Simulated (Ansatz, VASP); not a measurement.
**WS3: VASP beside Ansatz**

```
CELL_PARAMETERS angstrom
4.46216 0.00000 0.00000
0.00000 4.46216 0.00000
0.00000 0.00000 2.93539
ATOMIC_POSITIONS crystal
W 0.00000 0.00000 0.00000
S 0.00000 0.50000 0.50000
S 0.50000 0.00000 0.50000
S 0.50000 0.50000 0.00000
```

Alike in both runs: functional PBE; k mesh 4 × 4 × 6; occupations gaussian, width 0.1 eV; no spin polarisation.

Ansatz relaxed the structure, and its values are those at the end. VASP's run is a single point on that final structure, the one shown.

```csv
,VASP,Ansatz
version,VASP 6.6.1,Ansatz 0.2.0
potentials or method,"VASP PAW PBE potentials, release 64 (W_sv, S), cutoff 500 eV","scalar-relativistic, plane waves, PAW"
valence electrons in the cell,32,32
```

```csv
,VASP,Ansatz,Ansatz less VASP
gap on the k mesh at the Fermi level (eV),none,none,-
pressure (GPa),0.0,0.0,0.00
```

A gap of «none» marks a metal or a gap that the smearing closes.

Spin-orbit coupling is off throughout.
